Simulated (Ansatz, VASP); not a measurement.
**TiO2: VASP beside Ansatz**

```
Ti O
1.0
     0.00000    2.44384    2.44384
     2.44384    0.00000    2.44384
     2.44384    2.44384    0.00000
Ti O
1 2
Direct
  0.00000 0.00000 0.00000
  0.25000 0.25000 0.25000
  0.75000 0.75000 0.75000
```

Alike in both runs: task single point; functional r2SCAN; k mesh 8 × 8 × 8; no spin polarisation.

|  | VASP | Ansatz |
| --- | --- | --- |
| version | VASP 6.6.1 | Ansatz 0.2.0 |
| potentials or method | VASP PAW PBE potentials, release 64 (Ti_sv, O_h) | plane waves, PAW |
| plane-wave cutoff (eV) | 910 | 500 |
| occupations | gaussian, width 0.01 eV | fixed |
| valence electrons in the cell | 24 | 24 |

|  | VASP | Ansatz | Ansatz less VASP |
| --- | --- | --- | --- |
| gap on the k mesh at the Fermi level (eV) | 1.48 | 1.44 | -0.040 |

VASP's potentials were made for PBE, not for r2SCAN.

Noted on VASP's run: the cutoff is short for stress, so the pressure is rough.
